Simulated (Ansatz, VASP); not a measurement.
## SiC5: VASP beside Ansatz

```
CELL_PARAMETERS angstrom
3.27725 -0.02072 0.00756
-1.58271 5.23254 -0.00212
-0.03962 -0.67244 9.64094
ATOMIC_POSITIONS crystal
Si 0.39940 0.37761 0.26949
Si 0.62306 0.83412 0.71997
C 0.46033 0.50196 0.44991
C 0.51602 0.61428 0.01677
C 0.67674 0.93061 0.20699
C 0.30137 0.19440 0.83433
C 0.54445 0.67286 0.88363
C 0.51130 0.60733 0.56729
C 0.80172 0.18028 0.23680
C 0.20697 0.00439 0.73760
C 0.54982 0.67936 0.16343
C 0.40882 0.40280 0.91380
```

Change from the starting cell: the structure that the rattled cell fell into.

Alike in both runs: functional PBE; k mesh 6 × 4 × 2; occupations gaussian, width 0.1 eV; no spin polarisation.

Ansatz relaxed the structure, and its values are those at the end. VASP's run is a single point on that final structure, the one shown.

|  | VASP | Ansatz |
| --- | --- | --- |
| version | VASP 6.6.1 | Ansatz 0.2.0 |
| potentials or method | VASP PAW PBE potentials, release 64 (Si, C), cutoff 520 eV | scalar-relativistic, plane waves, PAW |
| valence electrons in the cell | 48 | 48 |

|  | VASP | Ansatz | Ansatz less VASP |
| --- | --- | --- | --- |
| gap on the k mesh at the Fermi level (eV) | none | none | - |
| pressure (GPa) | 0.1 | 0.0 | -0.06 |
| rms of the force components (eV/Å) | 0.041 | 0.006 | -0.0349 |

A gap of «none» marks a metal or a gap that the smearing closes. With one functional, cell and mesh, what is left measures potentials, basis and numerics.
